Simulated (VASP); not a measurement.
Input of a VASP 6.6.1 run:

The input INCAR:

```
  PREC = Accurate
  ENCUT = 520
  EDIFF = 1E-6
  ISMEAR = 0
  SIGMA = 0.02
  LREAL = False
  LASPH = True
  NELM = 80
  ALGO = Normal
  ISIF = 2
  LWAVE = False
  LCHARG = False
  GGA = PE
  NBANDS = 69
```

The input KPOINTS:

```
Automatic mesh
0
Gamma
  4 4 4
```

POSCAR

```
WCl2F4
1.0
    7.0827287238      0.0000000000      0.0000000000
    0.0000000000      7.0827287238      0.0000000000
    0.0000000000      0.0000000000      8.2591731497
W Cl F
2 4 8
Direct
    0.5000000000      0.5000000000      0.5000000000
    0.0000000000      0.0000000000      0.0000000000
    0.2714923431      0.7285076569      0.5000000000
    0.7285076569      0.2714923431      0.5000000000
    0.2285076569      0.2285076569      0.0000000000
    0.7714923431      0.7714923431      0.0000000000
    0.5000000000      0.5000000000      0.7254486380
    0.5000000000      0.5000000000      0.2745513620
    0.6859277810      0.6859277810      0.5000000000
    0.3140722190      0.3140722190      0.5000000000
    0.0000000000      0.0000000000      0.7745513620
    0.0000000000      0.0000000000      0.2254486380
    0.1859277810      0.8140722190      0.0000000000
    0.8140722190      0.1859277810      0.0000000000
```

Potentials or basis: VASP PAW PBE potentials, release 64 (W_sv, Cl, F).

Command:

```bash
$ cat potpaw_PBE.64/W_sv/POTCAR potpaw_PBE.64/Cl/POTCAR potpaw_PBE.64/F/POTCAR > POTCAR
$ mpirun -np 1 vasp_std > vasp.out
```

What does it give for the band gap on the k mesh?

3.12 eV.

What does it give for the largest force?

0.393 eV/Å.

What does it give for the pressure?

0.6 GPa.

Forces in eV/Å, atoms in the order of the input:
```
W    0.000  0.000  0.000
W    0.000  0.000  0.000
Cl   0.003 -0.003  0.000
Cl  -0.003  0.003  0.000
Cl  -0.003 -0.003  0.000
Cl   0.003  0.003  0.000
F    0.000  0.000  0.393
F    0.000  0.000 -0.393
F    0.278  0.278  0.000
F   -0.278 -0.278  0.000
F    0.000  0.000 -0.393
F    0.000  0.000  0.393
F    0.278 -0.278  0.000
F   -0.278  0.278  0.000
```

Caveat: spin-orbit coupling is left out, which moves the levels of the heavy elements. A k mesh can miss the band edges.
